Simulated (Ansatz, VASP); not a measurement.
One calculation of MnO, two programs

```
CELL_PARAMETERS angstrom
0.00000 2.22200 2.22200
2.22200 0.00000 2.22200
2.22200 2.22200 0.00000
ATOMIC_POSITIONS crystal
Mn 0.00000 0.00000 0.00000
O 0.50000 0.50000 0.50000
```

Alike in both runs: task single point; functional PBEsol; k mesh 18 × 18 × 18; occupations gaussian, width 0.15 eV; collinear spin.

```csv
,VASP,Ansatz
version,VASP 6.6.1,Ansatz 0.2.0
potentials or method,"VASP PAW PBE potentials, release 64 (Mn_pv, O), cutoff 520 eV","scalar-relativistic, plane waves, PAW"
valence electrons in the cell,19,21
```

Ansatz gave:

| Item | Value |
| --- | --- |
| gap on the k mesh at the Fermi level (eV) | none |
| pressure (GPa) | -7.7 |
| net moment per atom (μB) | 2.36 |
| size of the moment on the site where the two differ most (μB) | 4.00 |

Question: What did VASP give for the same quantities?

Answer: gap on the k mesh at the Fermi level (eV): none; pressure (GPa): -7.4; net moment per atom (μB): 2.36; size of the moment on the site where the two differ most (μB): 4.29.

VASP's potentials were made for PBE, not for PBEsol. Site moments also hang on the region over which each program counts them. A gap of «none» marks a metal or a gap that the smearing closes. With one functional, cell and mesh, what is left measures potentials, basis and numerics. VASP's potentials hold 19 valence electrons a cell and Ansatz's 21, so a difference there can come from the potentials and not from the codes.
